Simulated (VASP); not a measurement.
Here is a VASP 6.6.1 calculation.

The input INCAR:

```
SYSTEM = Ir12O
PREC = Accurate ; ENCUT = 520
EDIFF = 1E-6 ; ISMEAR = 0
SIGMA = 0.1 ; LREAL = .FALSE.
LASPH = .TRUE. ; NELM = 100
ALGO = Normal ; ISIF = 2
LWAVE = .FALSE. ; LCHARG = .FALSE.
LDIPOL = .TRUE. ; IDIPOL = 3
DIPOL = 0.5 0.5 0.295 ; GGA = PE
IVDW = 12 ; NBANDS = 69
```

Contents of KPOINTS:

```
regular mesh
0
G
  5 5 1
  0 0 0
```

The input POSCAR:

```
Ir12O
1.0
    5.4309029918      0.0000000000      0.0000000000
    0.0000000000      5.4309029918      0.0000000000
    0.0000000000      0.0000000000     21.0013955423
Ir O
12 1
Direct
    0.2500000000      0.2500000000      0.1904635333
    0.2500000000      0.7500000000      0.1904635333
    0.7500000000      0.2500000000      0.1904635333
    0.7500000000      0.7500000000      0.1904635333
    0.0000000000      0.0000000000      0.2785823619
    0.0000000000      0.5000000000      0.2785823619
    0.5000000000      0.0000000000      0.2785823619
    0.5000000000      0.5000000000      0.2785823619
    0.2500000000      0.2500000000      0.3667087517
    0.2500000000      0.7500000000      0.3667087517
    0.7500000000      0.2500000000      0.3667087517
    0.7500000000      0.7500000000      0.3667087517
    0.3333333333      0.3333333333      0.4857484600
```

Potentials or basis: VASP PAW PBE potentials, release 64 (Ir, O).

Run with:

```sh
$ cat potpaw_PBE.64/Ir/POTCAR potpaw_PBE.64/O/POTCAR > POTCAR
$ mpirun -np 1 vasp_std > vasp.out
```

Problem. Estimate the band gap on the k mesh.

Solution. Zero (bands 57 and 58 overlap by 1.13 eV).

Problem. Estimate the largest force.

Solution. 3.672 eV/Å.

Problem. What does it give for the dispersion energy per atom?

Solution. -0.424 eV.

Forces in eV/Å, atoms in the order of the input:
```
Ir  -0.028 -0.028  0.083
Ir  -0.028  0.018 -0.057
Ir   0.018 -0.028 -0.057
Ir  -0.061 -0.061 -0.207
Ir   0.155  0.155  0.240
Ir   0.140 -0.109  0.056
Ir  -0.109  0.140  0.056
Ir  -0.091 -0.091 -0.108
Ir   0.383  0.383  2.940
Ir  -0.003 -0.110  0.324
Ir  -0.110 -0.003  0.324
Ir   0.019  0.019  0.055
O   -0.286 -0.286 -3.650
```

Caveat: spin-orbit coupling is left out, which moves the levels of the heavy elements.
